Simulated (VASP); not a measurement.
A run of VASP 6.6.1 is set up as follows.

Contents of INCAR:

```
ALGO = Normal
EDIFF = 1E-6
EDIFFG = -0.001
ENCUT = 600
GGA = PS
IBRION = 2
ISIF = 3
ISMEAR = -1
LASPH = True
LCHARG = False
LREAL = False
LWAVE = False
NELM = 80
NSW = 80
PREC = Accurate
SIGMA = 0.15
```

KPOINTS

```
k-points
0
Gamma
  12 12 12
```

File POSCAR:

```
InAs
1.0
    0.0000000000      3.0437329611      3.0437329611
    3.0437329611      0.0000000000      3.0437329611
    3.0437329611      3.0437329611      0.0000000000
In As
1 1
Direct
    0.0000000000      0.0000000000      0.0000000000
    0.7500000000      0.7500000000      0.7500000000
```

Potentials or basis: VASP PAW PBE potentials, release 64 (In_d, As).

Launch:

```console
$ cat potpaw_PBE.64/In_d/POTCAR potpaw_PBE.64/As/POTCAR > POTCAR
$ mpirun -np 1 vasp_std > vasp.out
```

(1) What does it give for the relaxed cell?

(2) What does it give for the space group after relaxing (to 0.1 Å)?

(3) Estimate the relaxed volume.

(4) Estimate the band gap on the k mesh.

Results:

(1) a = 4.307 Å, b = 4.307 Å, c = 4.307 Å, α = 60.00°, β = 60.00°, γ = 60.00°.

(2) F-43m (No. 216).

(3) 28.26 Å³/atom.

(4) zero (filled and empty bands touch).

Caveat: semilocal functionals underestimate gaps, so a narrow gap can read as zero; the PAW data sets were made with another functional, which shifts forces and pressure a little; spin-orbit coupling is left out, which moves the levels of the heavy elements.
